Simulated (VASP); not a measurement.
Input of a VASP 6.6.1 run:

Contents of POSCAR:

```
Cs
1.0
   -3.1348858331      3.1348858331      3.1348858331
    3.1348858331     -3.1348858331      3.1348858331
    3.1348858331      3.1348858331     -3.1348858331
Cs
1
Direct
    0.0000000000      0.0000000000      0.0000000000
```

The input INCAR.step1:

```
ALGO = Normal ; EDIFF = 1E-5
ENCUT = 550 ; GGA = PE
GGA_COMPAT = False ; ISMEAR = -1
LASPH = True ; LCHARG = False
LREAL = False ; LWAVE = True
NBANDS = 10 ; NELM = 120
PREC = Accurate ; SIGMA = 0.1
```

Contents of INCAR.step2:

```
ALGO = Normal ; EDIFF = 1E-6
ENCUT = 550 ; GGA_COMPAT = False
ISIF = 2 ; ISMEAR = -1
ISTART = 1 ; LASPH = True
LCHARG = False ; LMIXTAU = True
LREAL = False ; LWAVE = False
METAGGA = R2SCAN ; NBANDS = 10
NELM = 120 ; PREC = Accurate
SIGMA = 0.1
```

KPOINTS

```
k-points
0
Gamma
  4 4 4
```

Potentials or basis: VASP PAW PBE potentials, release 64 (Cs_sv).

Command:

```bash
$ cat potpaw_PBE.64/Cs_sv/POTCAR > POTCAR
$ cp INCAR.step1 INCAR
$ mpirun -np 1 vasp_std > vasp.out
$ cp INCAR.step2 INCAR
$ mpirun -np 1 vasp_std > vasp.out
```

Estimate the pressure.

0.0 GPa.

Caveat: the PAW data sets were made with another functional, which shifts forces and pressure a little.
